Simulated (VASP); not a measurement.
A run of VASP 6.6.1:

INCAR

```
SYSTEM = Ca
ALGO = Fast
EDIFF = 1E-6
ENCUT = 520
GGA = PE
ISIF = 2
ISMEAR = 0
LASPH = .True.
LCHARG = .False.
LREAL = .False.
LWAVE = .False.
NBANDS = 11
NELM = 100
PREC = Accurate
SIGMA = 0.15
```

Contents of KPOINTS:

```
k-points
0
Gamma
  14 14 14
  0 0 0
```

File POSCAR:

```
Ca
1.0
    0.0000000000      2.7942000000      2.7942000000
    2.6544900000      0.0000000000      2.7942000000
    2.6544900000      2.7942000000      0.0000000000
Ca
1
Direct
    0.0000000000      0.0000000000      0.0000000000
```

Potentials or basis: VASP PAW PBE potentials, release 64 (Ca_sv).

The run is started by

```bash
$ cat potpaw_PBE.64/Ca_sv/POTCAR > POTCAR
$ mpirun -np 1 vasp_std > vasp.out
```

Hardware: 1 thread of AMD EPYC 9R45 (Zen 5), with other jobs on the host.

Task: How long does it take, and how much memory?

Result: Run time: 110 s on 1 thread of AMD EPYC 9R45 (Zen 5), with other jobs on the host, peak memory 0.21 GiB. Counts: scf iterations 14, k points 244.
